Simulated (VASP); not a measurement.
# SiC (kscan) (F-43m) in VASP: relaxation of cell and atoms with r2SCAN

Aim: the relaxation of cell and atoms of SiC (kscan) with r2SCAN.

Everything below comes from runs of VASP 6.6.1. Logs are shortened: lines on timing, memory, paths and dates and some standing lists are left out, and cuts for length are marked.

### 1 The cell of the first run

The structure is cubic, space group F-43m (No. 216). The conventional cell has a = 4.354 Å, b = 4.354 Å, c = 4.354 Å, α = 90.00°, β = 90.00°, γ = 90.00°. Within 2.5 Å of Si (site symmetry -43m) lie 4 C at 1.89 Å. C (site symmetry -43m) has 4 Si at 1.89 Å within 2.5 Å.

### 2 Relaxation of cell and atoms, r2SCAN

The input, POSCAR:

```
SiC
1.0
    0.0000000000      2.1769966200      2.1769966200
    2.1769966200      0.0000000000      2.1769966200
    2.1769966200      2.1769966200      0.0000000000
Si C
1 1
Direct
    0.7500000000      0.7500000000      0.7500000000
    0.0000000000      0.0000000000      0.0000000000
```

The input, INCAR.step1:

```
PREC = Accurate
ENCUT = 600
ISMEAR = 0
SIGMA = 0.02
LREAL = False
LASPH = True
NELM = 60
GGA = PE
ALGO = Normal
EDIFF = 1E-4
LWAVE = True
LCHARG = False
```

The input, INCAR.step2:

```
PREC = Accurate
ENCUT = 600
EDIFF = 1E-6
ISMEAR = 0
SIGMA = 0.02
LREAL = False
LASPH = True
NELM = 60
ALGO = Normal
ISIF = 3
LWAVE = False
LCHARG = False
METAGGA = R2SCAN
LMIXTAU = True
IBRION = 2
NSW = 100
EDIFFG = -0.002
ISTART = 1
```

The input, KPOINTS:

```
Automatic mesh
0
Gamma
  10 10 10
```

Potentials or basis: VASP PAW PBE potentials, release 64 (Si, C).

Command:

```sh
$ cat potpaw_PBE.64/Si/POTCAR potpaw_PBE.64/C/POTCAR > POTCAR
$ cp INCAR.step1 INCAR
$ mpirun -np 1 vasp_std > vasp.out
$ cp INCAR.step2 INCAR
$ mpirun -np 1 vasp_std > vasp.out
```

OUTCAR:

```text
PREC = Accurate
   ENCUT = 600
   EDIFF = 1E-6
   ISMEAR = 0
   LREAL = False
   LASPH = True
   NELM = 60
   ISIF = 3
   METAGGA = R2SCAN
   IBRION = 2
   NSW = 100
   EDIFFG = -0.002
   ISTART = 1

 ion  position               nearest neighbor table
   1  0.750  0.750  0.750-   2 1.89   2 1.89   2 1.89   2 1.89
   2  0.000  0.000  0.000-   1 1.89   1 1.89   1 1.89   1 1.89

  LATTYP: Found a face centered cubic cell.
 ALAT       =     4.3539932400

  Lattice vectors:

 A1 = (   0.0000000000,   2.1769966200,   2.1769966200)
 A2 = (   2.1769966200,   0.0000000000,   2.1769966200)
 A3 = (   2.1769966200,   2.1769966200,   0.0000000000)

Analysis of symmetry for initial positions (statically):
=====================================================================
 Subroutine PRICEL returns:
 Original cell was already a primitive cell.

 Routine SETGRP: Setting up the symmetry group for a
 face centered cubic supercell.

 Subroutine GETGRP returns: Found 24 space group operations
 (whereof 24 operations were pure point group operations)
 out of a pool of 48 trial point group operations.

The static configuration has the point symmetry T_d .

Analysis of symmetry for dynamics (positions and initial velocities):
=====================================================================
 Subroutine PRICEL returns:
 Original cell was already a primitive cell.

 Routine SETGRP: Setting up the symmetry group for a
 face centered cubic supercell.

 Subroutine GETGRP returns: Found 24 space group operations
 (whereof 24 operations were pure point group operations)
 out of a pool of 48 trial point group operations.

The dynamic configuration has the point symmetry T_d .

 Subroutine INISYM returns: Found 24 space group operations
 (whereof 24 operations are pure point group operations),
 and found     1 'primitive' translations

----------------------------------------------------------------------------------------

                                     Primitive cell

  volume of cell :      20.6349

  direct lattice vectors                    reciprocal lattice vectors
     0.000000000  2.176996620  2.176996620    -0.229674220  0.229674220  0.229674220
     2.176996620  0.000000000  2.176996620     0.229674220 -0.229674220  0.229674220
     2.176996620  2.176996620  0.000000000     0.229674220  0.229674220 -0.229674220

  length of vectors
     3.078738145  3.078738145  3.078738145     0.397807418  0.397807418  0.397807418

  position of ions in fractional coordinates (direct lattice)
     0.750000000  0.750000000  0.750000000
     0.000000000  0.000000000  0.000000000

  ion indices of the primitive-cell ions
   primitive index   ion index
                 1           1
                 2           2

----------------------------------------------------------------------------------------

 KPOINTS: Automatic mesh

Automatic generation of k-mesh.
 Grid dimensions read from file:
 generate k-points for:   10   10   10

 Generating k-lattice:

  Cartesian coordinates                     Fractional coordinates (reciprocal lattice)
    -0.022967422  0.022967422  0.022967422     0.100000000  0.000000000  0.000000000
     0.022967422 -0.022967422  0.022967422     0.000000000  0.100000000  0.000000000
     0.022967422  0.022967422 -0.022967422     0.000000000  0.000000000  0.100000000

  Length of vectors
     0.039780742  0.039780742  0.039780742

  Shift w.r.t. Gamma in fractional coordinates (k-lattice)
     0.000000000  0.000000000  0.000000000

 Subroutine IBZKPT returns following result:
 ===========================================

 Found     47 irreducible k-points:

 Following reciprocal coordinates:
            Coordinates               Weight
  0.000000  0.000000  0.000000      1.000000
  0.100000  0.000000  0.000000      8.000000
  0.200000  0.000000  0.000000      8.000000
  0.300000  0.000000  0.000000      8.000000
  0.400000  0.000000  0.000000      8.000000
  0.500000  0.000000  0.000000      4.000000
[... 16 lines left out ...]
  0.300000  0.300000  0.000000      6.000000
  0.400000  0.300000  0.000000     24.000000
 [... further k-points ...]
   k-points           NKPTS =     47   k-points in BZ     NKDIM =     47   number of bands    NBANDS=      8
   number of dos      NEDOS =    301   number of ions     NIONS =      2
   total plane-waves  NPLWV =  21952
   dimension x,y,z NGX =    28 NGY =   28 NGZ =   28
   dimension x,y,z NGXF=    56 NGYF=   56 NGZF=   56
   ions per type =               1   1
   NGX,Y,Z   is equivalent  to a cutoff of  15.12, 15.12, 15.12 a.u.
   NGXF,Y,Z  is equivalent  to a cutoff of  30.24, 30.24, 30.24 a.u.
 SYSTEM =  unknown system
   PREC   = accura    normal or accurate (medium, high low for compatibility)
   ISTART =      1    job   : 0-new  1-cont  2-samecut
   ICHARG =      0    charge: 1-file 2-atom 10-const
   ISPIN  =      1    spin polarized calculation?
   LNONCOLLINEAR =      F non collinear calculations
   LSORBIT =      F    spin-orbit coupling
   LASPH  =      T    aspherical Exc in radial PAW
   ENCUT  =  600.0 eV  44.10 Ry    6.64 a.u.   6.15  6.15  6.15*2*pi/ulx,y,z
   NELM   =     60;   NELMIN=  2; NELMDL=  0     # of ELM steps
   EDIFF  = 0.1E-05   stopping-criterion for ELM
   LREAL  =      F    real-space projection
   EDIFFG = -.2E-02   stopping-criterion for IOM
   NSW    =    100    number of steps for IOM
   IBRION =      2    ionic relax: 0-MD 1-quasi-New 2-CG
   NFREE  =      1    steps in history (QN), initial steepest desc. (CG)
   ISIF   =      3    stress and relaxation
   ISYM   =      2    0-nonsym 1-usesym 2-fastsym
   POTIM  = 0.5000    time-step for ionic-motion
   TEBEG  =    0.0;   TEEND  =   0.0 temperature during run
   PSTRESS=    0.0 pullay stress
   NELECT =       8.0000    total number of electrons
   NUPDOWN=      -1.0000    fix difference up-down
   EMIN   =  10.00;   EMAX   =-10.00  energy-range for DOS
   EFERMI =   0.00;   METHOD = LEGACY
   ISMEAR =     0;   SIGMA  =   0.02  broadening in eV -4-tet -1-fermi 0-gaus
   EFERMI_NEDOS =   21; number of points for ismear=-14 and -15
   IALGO  =     38    algorithm
   IMIX   =      4    mixing-type and parameters
     AMIX     =   0.40;   BMIX     =  1.00
     AMIX_MAG =   1.60;   BMIX_MAG =  1.00
  volume/ion in A,a.u.               =      10.32        69.63
  Fermi-wavevector in a.u.,A,eV,Ry     =   1.193723  2.255810 19.387972  1.424976
  Thomas-Fermi vector in A             =   2.329731
   LORBIT       =      0    0 simple, 1 ext, 2 COOP (PROOUT), +10 PAW based schemes
   METAGGA = R2SCAN    functional components
   LHFCALC =     F    Hartree Fock is set to
   AEXX    =    0.0000 exact exchange contribution
   IVDW    =     0    specifies the selected vdW correction
   LEPSILON=     F    determine dielectric tensor
   LRPA    =     F    only Hartree local field effects (RPA)
 conjugate gradient relaxation of ions
 non-spin polarized calculation
 Gauss-broadening in eV      SIGMA  =   0.02
  energy-cutoff  :      600.00
  volume of cell :       20.63
 maximum number of plane-waves:       701
 NGX is ok and might be reduce to    28
   NGX = 13   NGY = 13   NGZ = 13

 number of electron       8.0000000 magnetization

 Free energy of the ion-electron system (eV)
  ---------------------------------------------------
  ext. energy  EPLUGINS =         0.00000000
  ---------------------------------------------------
  free energy    TOTEN  =       -19.32896548 eV

  energy without entropy =      -19.32896548  energy(sigma->0) =      -19.32896548

 E-fermi :   8.1906     XC(G=0): -11.9466

 val. band max:        8.0120743953   @ k =   0.0000   0.0000   0.0000
 cond. band min:       9.7361929109   @ k =   0.5000   0.5000   0.0000
 fundamental gap:      1.7241185156
 Fermi energy:         8.1905663384

 k-point     1 :       0.0000    0.0000    0.0000
  band No.  band energies     occupation
      1      -8.1889      2.00000
      2       8.0121      2.00000
      3       8.0121      2.00000
      4       8.0121      2.00000
      5      14.8808      0.00000
      6      15.8828      0.00000
      7      15.8828      0.00000
      8      15.8828      0.00000

 k-point     2 :       0.1000    0.0000    0.0000
  band No.  band energies     occupation
      1      -7.9861      2.00000
      2       6.9631      2.00000
      3       7.8723      2.00000
      4       7.8723      2.00000
      5      15.1297      0.00000
      6      16.1420      0.00000
      7      16.1420      0.00000
      8      16.2308      0.00000

 k-point     3 :       0.2000    0.0000    0.0000
  band No.  band energies     occupation
      1      -7.3876      2.00000
      2       4.7516      2.00000
      3       7.5502      2.00000
      4       7.5502      2.00000
      5      14.8165      0.00000
      6      16.5217      0.00000
      7      16.5217      0.00000
      8      17.5796      0.00000

 k-point     4 :       0.3000    0.0000    0.0000
  band No.  band energies     occupation
      1      -6.4344      2.00000
      2       2.3433      2.00000
      3       7.2174      2.00000
      4       7.2174      2.00000
      5      14.4009      0.00000
      6      16.3631      0.00000
      7      16.3631      0.00000
      8      18.6526      0.00000

 k-point     5 :       0.4000    0.0000    0.0000
  band No.  band energies     occupation
      1      -5.2710      2.00000
      2       0.2253      2.00000
      3       6.9862      2.00000
      4       6.9862      2.00000
      5      14.1248      0.00000
      6      15.9556      0.00000
      7      15.9556      0.00000
      8      18.9733      0.00000

 k-point     6 :       0.5000    0.0000    0.0000
  band No.  band energies     occupation
      1      -4.5543      2.00000
      2      -0.8210      2.00000
      3       6.9049      2.00000
      4       6.9049      2.00000
      5      14.0316      0.00000
      6      15.7763      0.00000
      7      15.7763      0.00000
      8      18.9821      0.00000

 k-point     7 :       0.1000    0.1000    0.0000
  band No.  band energies     occupation
      1      -7.9184      2.00000
      2       7.2261      2.00000
      3       7.5189      2.00000
      4       7.5189      2.00000
      5      15.0731      0.00000
      6      15.6956      0.00000
      7      16.6343      0.00000
      8      16.6343      0.00000
[... 133 lines left out ...]
 k-point    20 :      -0.4000    0.2000    0.0000
  band No.  band energies     occupation
      1      -4.0815      2.00000
      2      -0.0530      2.00000
      3       4.1473      2.00000
      4       6.2705      2.00000
      5      13.3419      0.00000
      6      16.9837      0.00000
      7      17.7015      0.00000
      8      20.1338      0.00000

 k-point    21 :      -0.3000    0.2000    0.0000
  band No.  band energies     occupation
      1      -5.0331      2.00000
      2       1.3345      2.00000
      3       4.0634      2.00000
      4       6.7841      2.00000
      5      14.1589      0.00000
      6      16.9728      0.00000
      7      17.4090      0.00000
      8      19.1637      0.00000

 k-point    22 :      -0.2000    0.2000    0.0000
  band No.  band energies     occupation
      1      -6.1140      2.00000
      2       2.9925      2.00000
      3       4.6839      2.00000
      4       7.3314      2.00000
      5      15.1792      0.00000
      6      16.7084      0.00000
      7      17.0204      0.00000
      8      17.9394      0.00000

 k-point    23 :       0.3000    0.3000    0.0000
  band No.  band energies     occupation
      1      -5.8372      2.00000
      2       3.4431      2.00000
      3       5.5381      2.00000
      4       5.5381      2.00000
      5      11.6354      0.00000
      6      14.1705      0.00000
      7      20.4280      0.00000
      8      20.4280      0.00000

 k-point    24 :       0.4000    0.3000    0.0000
  band No.  band energies     occupation
      1      -4.9475      2.00000
      2       2.1735      2.00000
      3       4.7355      2.00000
      4       5.2622      2.00000
      5      11.3129      0.00000
      6      14.1866      0.00000
      7      20.5422      0.00000
      8      20.8431      0.00000

 [... further k-points ...]
[... 5 lines left out ...]
  --------------------------------------------------------------------------------------
  -------------------------------------------------------------------------------------
  Total        0.0028566      0.0028566      0.0028566      0.0000000      0.0000000      0.0000000
  in kB        0.2217951      0.2217951      0.2217951      0.0000000      0.0000000      0.0000000
  external PRESSURE =       0.2217951 kB  Pullay stress =       0.0000000 kB

 VOLUME and BASIS-vectors are now :
 -----------------------------------------------------------------------------
  energy-cutoff  :      600.00
  volume of cell :       20.63
      direct lattice vectors                 reciprocal lattice vectors
     0.000000000  2.176996620  2.176996620    -0.229674220  0.229674220  0.229674220
     2.176996620  0.000000000  2.176996620     0.229674220 -0.229674220  0.229674220
     2.176996620  2.176996620  0.000000000     0.229674220  0.229674220 -0.229674220

 POSITION                                       TOTAL-FORCE (eV/Angst)
 -----------------------------------------------------------------------------------
      3.26549      3.26549      3.26549        -0.000000     -0.000000     -0.000000
      0.00000      0.00000      0.00000         0.000000      0.000000      0.000000
 -----------------------------------------------------------------------------------
    total drift:                                0.000000      0.000000      0.000000

  FREE ENERGIE OF THE ION-ELECTRON SYSTEM (eV)
  ---------------------------------------------------
  free  energy   TOTEN  =       -19.3289654771 eV

  energy  without entropy=      -19.3289654771  energy(sigma->0) =      -19.32896548

 reached required accuracy - stopping structural energy minimisation
```

Wall time 75 s (1 thread of Intel Xeon 8259CL, shared host); peak memory 0.16 GiB.

Results:

| Quantity | Value |
| --- | --- |
| Free energy | -19.3290 eV |
| Pressure after relaxing | 0.0 GPa |
| Band gap on the k mesh | 1.72 eV, indirect (least direct gap 5.06 eV) |

Final structure:
```yaml
crystal:
  lattice:
    - [0.00000, 2.17700, 2.17700]
    - [2.17700, 0.00000, 2.17700]
    - [2.17700, 2.17700, 0.00000]
  atoms:
    - { symbol: Si, position: [0.75000, 0.75000, 0.75000] }
    - { symbol: C, position: [0.00000, 0.00000, 0.00000] }
```

Caveat: the relaxation stopped at its first step, so nothing moved; the PAW data sets were made with another functional, which shifts forces and pressure a little. r2SCAN opens gaps a little over a GGA but as a rule still falls short of measured ones.
